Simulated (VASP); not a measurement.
# ZrC (P6_3/mmc) in VASP: single point with PBE

Aim: the single point of ZrC with PBE.

Program: VASP 6.6.1. These are calculated values, not measurements. Logs are shortened: lines on timing, memory, paths and dates and some standing lists are left out, and cuts for length are marked.

## Step 1: The cell of the first run

Symmetry: P6_3/mmc, No. 194, hexagonal system. Conventional cell: a = 3.335 Å, b = 3.335 Å, c = 16.262 Å, α = 90.00°, β = 90.00°, γ = 120.00°. Within 3.1 Å of Zr (site symmetry 3m) lie 6 C at 2.35 Å. Zr (site symmetry -6m2) has 6 C at 2.37 Å within 3.1 Å. Within 3.1 Å of C (site symmetry 3m) lie 6 Zr at 2.35 to 2.37 Å and 1 C at 2.75 Å. Within 3.1 Å of C (site symmetry -3m) lie 6 Zr at 2.35 Å.

## Step 2: Single point, PBE

The input, INCAR:

```
PREC     = Accurate       # precision mode
ENCUT    = 520            # plane-wave cutoff, eV
EDIFF    = 1E-6           # SCF threshold, eV
ISMEAR   = 0              # smearing method
SIGMA    = 0.1            # smearing width, eV
LREAL    = False          # projectors in reciprocal space
LASPH    = True           # aspherical terms in the spheres
NELM     = 60             # most SCF steps
ALGO     = Normal         # electronic algorithm
ISIF     = 2              # what is computed and relaxed
LWAVE    = False          # write WAVECAR
LCHARG   = False          # write CHGCAR
GGA      = PE             # functional
NBANDS   = 60             # bands
```

The input, KPOINTS:

```
Automatic mesh
0
Gamma
  12 12 3
```

The input, POSCAR:

```
ZrC
1.0
    3.3354899895      0.0000000000      0.0000000000
   -1.6677449947      2.8886190649      0.0000000000
    0.0000000000      0.0000000000     16.2618071640
Zr C
6 6
Direct
    0.0000000000      0.0000000000     -0.0002961962
    0.3333333333      0.6666666667      0.1666666667
    0.0000000000      0.0000000000      0.3336295295
    0.6666666667      0.3333333333      0.4997038038
    0.3333333333      0.6666666667      0.6666666667
    0.6666666667      0.3333333333      0.8336295295
    0.6666666667      0.3333333333      0.0819942661
    0.6666666667      0.3333333333      0.2513390672
    0.3333333333      0.6666666667      0.4166666667
    0.0000000000      0.0000000000      0.5819942661
    0.0000000000      0.0000000000      0.7513390672
    0.3333333333      0.6666666667      0.9166666667
```

Potentials or basis: VASP PAW PBE potentials, release 64 (Zr_sv, C).

On the command line:

```console
> cat potpaw_PBE.64/Zr_sv/POTCAR potpaw_PBE.64/C/POTCAR > POTCAR
> mpirun -np 1 vasp_std > vasp.out
```

OUTCAR:

```text
PREC = Accurate
   ENCUT = 520
   EDIFF = 1E-6
   ISMEAR = 0
   LREAL = False
   LASPH = True
   NELM = 60
   ISIF = 2
   GGA = PE

 ion  position               nearest neighbor table
   1  0.000  0.000  1.000-   7 2.35   7 2.35   7 2.35  12 2.35  12 2.35  12 2.35   6 3.32   6 3.32
                             6 3.32   2 3.33   2 3.33   2 3.33
   2  0.333  0.667  0.167-   8 2.37   8 2.37   8 2.37   7 2.37   7 2.37   7 2.37   3 3.33   3 3.33
                             3 3.33   1 3.33   1 3.33   1 3.33
   3  0.000  0.000  0.334-   8 2.35   8 2.35   8 2.35   9 2.35   9 2.35   9 2.35   4 3.32   4 3.32
                             4 3.32   2 3.33   2 3.33   2 3.33
   4  0.667  0.333  0.500-  10 2.35  10 2.35  10 2.35   9 2.35   9 2.35   9 2.35   3 3.32   3 3.32
                             3 3.32   5 3.33   5 3.33   5 3.33
   5  0.333  0.667  0.667-  11 2.37  11 2.37  11 2.37  10 2.37  10 2.37  10 2.37   6 3.33   6 3.33
                             6 3.33   4 3.33   4 3.33   4 3.33
   6  0.667  0.333  0.834-  11 2.35  11 2.35  11 2.35  12 2.35  12 2.35  12 2.35   1 3.32   1 3.32
                             1 3.32   5 3.33   5 3.33   5 3.33
   7  0.667  0.333  0.082-   1 2.35   1 2.35   1 2.35   2 2.37   2 2.37   2 2.37
   8  0.667  0.333  0.251-   3 2.35   3 2.35   3 2.35   2 2.37   2 2.37   2 2.37
   9  0.333  0.667  0.417-   4 2.35   4 2.35   4 2.35   3 2.35   3 2.35   3 2.35
  10  0.000  0.000  0.582-   4 2.35   4 2.35   4 2.35   5 2.37   5 2.37   5 2.37
  11  0.000  0.000  0.751-   6 2.35   6 2.35   6 2.35   5 2.37   5 2.37   5 2.37
  12  0.333  0.667  0.917-   1 2.35   1 2.35   1 2.35   6 2.35   6 2.35   6 2.35

  LATTYP: Found a hexagonal cell.
 ALAT       =     3.3354899895
 C/A-ratio  =     4.8753877887

  Lattice vectors:

 A1 = (   3.3354899895,   0.0000000000,   0.0000000000)
 A2 = (  -1.6677449947,   2.8886190649,   0.0000000000)
 A3 = (   0.0000000000,   0.0000000000,  16.2618071640)

Analysis of symmetry for initial positions (statically):
=====================================================================
 Subroutine PRICEL returns:
 Original cell was already a primitive cell.

 Routine SETGRP: Setting up the symmetry group for a
 hexagonal supercell.

 Subroutine GETGRP returns: Found 24 space group operations
 (whereof  6 operations were pure point group operations)
 out of a pool of 24 trial point group operations.

The static configuration has the point symmetry C_3v.
 The point group associated with its full space group is D_6h.

Analysis of symmetry for dynamics (positions and initial velocities):
=====================================================================
 Subroutine PRICEL returns:
 Original cell was already a primitive cell.

 Routine SETGRP: Setting up the symmetry group for a
 hexagonal supercell.

 Subroutine GETGRP returns: Found 24 space group operations
 (whereof  6 operations were pure point group operations)
 out of a pool of 24 trial point group operations.

The dynamic configuration has the point symmetry C_3v.
 The point group associated with its full space group is D_6h.

 Subroutine INISYM returns: Found 24 space group operations
 (whereof  6 operations are pure point group operations),
 and found     1 'primitive' translations

----------------------------------------------------------------------------------------

                                     Primitive cell

  volume of cell :     156.6819

  direct lattice vectors                    reciprocal lattice vectors
     3.335489990  0.000000000  0.000000000     0.299806026  0.173093090  0.000000000
    -1.667744995  2.888619065  0.000000000     0.000000000  0.346186180  0.000000000
     0.000000000  0.000000000 16.261807164     0.000000000  0.000000000  0.061493780

  length of vectors
     3.335489990  3.335489989 16.261807164     0.346186180  0.346186180  0.061493780

  position of ions in fractional coordinates (direct lattice)
     0.000000000  0.000000000  0.999703804
     0.333333333  0.666666667  0.166666667
     0.000000000  0.000000000  0.333629530
     0.666666667  0.333333333  0.499703804
     0.333333333  0.666666667  0.666666667
     0.666666667  0.333333333  0.833629530
     0.666666667  0.333333333  0.081994266
     0.666666667  0.333333333  0.251339067
     0.333333333  0.666666667  0.416666667
     0.000000000  0.000000000  0.581994266
     0.000000000  0.000000000  0.751339067
     0.333333333  0.666666667  0.916666667

[... 27 lines left out ...]
     0.000000000  0.028848848  0.000000000     0.000000000  0.083333333  0.000000000
     0.000000000  0.000000000  0.020497927     0.000000000  0.000000000  0.333333333

  Length of vectors
     0.028848848  0.028848848  0.020497927

  Shift w.r.t. Gamma in fractional coordinates (k-lattice)
     0.000000000  0.000000000  0.000000000

 Subroutine IBZKPT returns following result:
 ===========================================

 Found     38 irreducible k-points:

 Following reciprocal coordinates:
            Coordinates               Weight
  0.000000  0.000000  0.000000      1.000000
  0.083333 -0.000000  0.000000      6.000000
  0.166667  0.000000  0.000000      6.000000
  0.250000 -0.000000  0.000000      6.000000
  0.333333  0.000000  0.000000      6.000000
  0.416667  0.000000  0.000000      6.000000
[... 16 lines left out ...]
  0.250000 -0.000000  0.333333     12.000000
  0.333333  0.000000  0.333333     12.000000
 [... further k-points ...]
   k-points           NKPTS =     38   k-points in BZ     NKDIM =     38   number of bands    NBANDS=     60
   number of dos      NEDOS =    301   number of ions     NIONS =     12
   total plane-waves  NPLWV =  98784
   dimension x,y,z NGX =    28 NGY =   28 NGZ =  126
   dimension x,y,z NGXF=    56 NGYF=   56 NGZF=  252
   ions per type =               6   6
   NGX,Y,Z   is equivalent  to a cutoff of  13.96, 13.96, 12.88 a.u.
   NGXF,Y,Z  is equivalent  to a cutoff of  27.91, 27.91, 25.76 a.u.
 SYSTEM =  unknown system
   PREC   = accura    normal or accurate (medium, high low for compatibility)
   ISTART =      0    job   : 0-new  1-cont  2-samecut
   ICHARG =      2    charge: 1-file 2-atom 10-const
   ISPIN  =      1    spin polarized calculation?
   LNONCOLLINEAR =      F non collinear calculations
   LSORBIT =      F    spin-orbit coupling
   LASPH  =      T    aspherical Exc in radial PAW
   ENCUT  =  520.0 eV  38.22 Ry    6.18 a.u.   6.20  6.20 30.24*2*pi/ulx,y,z
   NELM   =     60;   NELMIN=  2; NELMDL= -5     # of ELM steps
   EDIFF  = 0.1E-05   stopping-criterion for ELM
   LREAL  =      F    real-space projection
   EDIFFG = 0.1E-04   stopping-criterion for IOM
   NSW    =      0    number of steps for IOM
   IBRION =     -1    ionic relax: 0-MD 1-quasi-New 2-CG
   NFREE  =      0    steps in history (QN), initial steepest desc. (CG)
   ISIF   =      2    stress and relaxation
   ISYM   =      2    0-nonsym 1-usesym 2-fastsym
   POTIM  = 0.5000    time-step for ionic-motion
   TEBEG  =    0.0;   TEEND  =   0.0 temperature during run
   PSTRESS=    0.0 pullay stress
   NELECT =      96.0000    total number of electrons
   NUPDOWN=      -1.0000    fix difference up-down
   EMIN   =  10.00;   EMAX   =-10.00  energy-range for DOS
   EFERMI =   0.00;   METHOD = LEGACY
   ISMEAR =     0;   SIGMA  =   0.10  broadening in eV -4-tet -1-fermi 0-gaus
   EFERMI_NEDOS =   21; number of points for ismear=-14 and -15
   IALGO  =     38    algorithm
   IMIX   =      4    mixing-type and parameters
     AMIX     =   0.40;   BMIX     =  1.00
     AMIX_MAG =   1.60;   BMIX_MAG =  1.00
  volume/ion in A,a.u.               =      13.06        88.11
  Fermi-wavevector in a.u.,A,eV,Ry     =   1.390462  2.627591 26.305279  1.933383
  Thomas-Fermi vector in A             =   2.514394
   LORBIT       =      0    0 simple, 1 ext, 2 COOP (PROOUT), +10 PAW based schemes
   GGA     = PE    functional components
   LHFCALC =     F    Hartree Fock is set to
   AEXX    =    0.0000 exact exchange contribution
   IVDW    =     0    specifies the selected vdW correction
   LEPSILON=     F    determine dielectric tensor
   LRPA    =     F    only Hartree local field effects (RPA)
 non-spin polarized calculation
 Gauss-broadening in eV      SIGMA  =   0.10
  energy-cutoff  :      520.00
  volume of cell :      156.68
 maximum number of plane-waves:      4261
 NGX is ok and might be reduce to    28
   NGX = 13   NGY = 13   NGZ = 61

 number of electron      96.0000000 magnetization

 Free energy of the ion-electron system (eV)
  ---------------------------------------------------
  ext. energy  EPLUGINS =         0.00000000
  ---------------------------------------------------
  free energy    TOTEN  =      -115.98038782 eV

  energy without entropy =     -115.97272444  energy(sigma->0) =     -115.97655613

 E-fermi :   9.6301     XC(G=0): -12.1021

 val. band max:        9.5890349880   @ k =   0.4167   0.0833   0.0000
 cond. band min:       9.6592469500   @ k =   0.4167   0.0833   0.0000
 fundamental gap:      0.0702119620
 Fermi energy:         9.6300790595

 k-point     1 :       0.0000    0.0000    0.0000
  band No.  band energies     occupation
      1     -38.6461      2.00000
      2     -38.6447      2.00000
      3     -38.4687      2.00000
      4     -38.4616      2.00000
      5     -38.4169      2.00000
      6     -38.4113      2.00000
[... 1501 lines left out ...]
     59      13.6736      0.00000
     60      13.9817      0.00000

 [... further k-points ...]

------------------------ aborting loop because EDIFF is reached ----------------------------------------

  FORCE on cell =-STRESS in cart. coord.  units (eV):
  Direction    XX          YY          ZZ          XY          YZ          ZX
  --------------------------------------------------------------------------------------
  -------------------------------------------------------------------------------------
  Total        0.2383490      0.2383490      0.2136746      0.0000000     -0.0000000     -0.0000000
  in kB        2.4372786      2.4372786      2.1849668      0.0000000     -0.0000000     -0.0000000
  external PRESSURE =       2.3531747 kB  Pullay stress =       0.0000000 kB

 VOLUME and BASIS-vectors are now :
 -----------------------------------------------------------------------------
  energy-cutoff  :      520.00
  volume of cell :      156.68
      direct lattice vectors                 reciprocal lattice vectors
     3.335489990  0.000000000  0.000000000     0.299806026  0.173093090  0.000000000
    -1.667744995  2.888619065  0.000000000     0.000000000  0.346186180  0.000000000
     0.000000000  0.000000000 16.261807164     0.000000000  0.000000000  0.061493780

 POSITION                                       TOTAL-FORCE (eV/Angst)
 -----------------------------------------------------------------------------------
      0.00000      0.00000     16.25699        -0.000000     -0.000000     -0.000057
     -0.00000      1.92575      2.71030         0.000000      0.000000      0.000000
      0.00000      0.00000      5.42542        -0.000000     -0.000000      0.000057
      1.66774      0.96287      8.12609         0.000000     -0.000000     -0.000057
     -0.00000      1.92575     10.84120        -0.000000     -0.000000      0.000000
      1.66774      0.96287     13.55632         0.000000      0.000000      0.000057
      1.66774      0.96287      1.33337        -0.000000     -0.000000      0.001696
      1.66774      0.96287      4.08723        -0.000000     -0.000000     -0.001696
     -0.00000      1.92575      6.77575        -0.000000     -0.000000      0.000000
      0.00000      0.00000      9.46428        -0.000000      0.000000      0.001696
      0.00000      0.00000     12.21813        -0.000000      0.000000     -0.001696
     -0.00000      1.92575     14.90666         0.000000     -0.000000      0.000000
 -----------------------------------------------------------------------------------
    total drift:                               -0.000000      0.000000     -0.000003

  FREE ENERGIE OF THE ION-ELECTRON SYSTEM (eV)
  ---------------------------------------------------
  free  energy   TOTEN  =      -115.9803878218 eV

  energy  without entropy=     -115.9727244422  energy(sigma->0) =     -115.97655613
```

Wall time 5 min (1 thread of Intel Xeon Platinum 8488C (Sapphire Rapids), shared host); peak memory 0.44 GiB.

Results:

```yaml
Free_energy: -115.9804 eV
Pressure: 0.2 GPa
Band_gap_on_the_k_mesh: zero (bands 48 and 49 overlap by 1.27 eV)
```

Levels at points of the mesh, in eV from the Fermi level:
| k point | band 46 | band 47 | band 48 | band 49 | band 50 | band 51 |
| --- | --- | --- | --- | --- | --- | --- |
| (0.00, 0.00, 0.00) | 0.03 | 0.03 | 1.02 | 1.18 | 1.24 | 1.24 |
| (0.50, 0.00, 0.00) | -1.19 | -0.99 | -0.13 | 0.34 | 0.61 | 1.09 |

The gap in the log of VASP goes by the Fermi energy; the results here count the filled bands.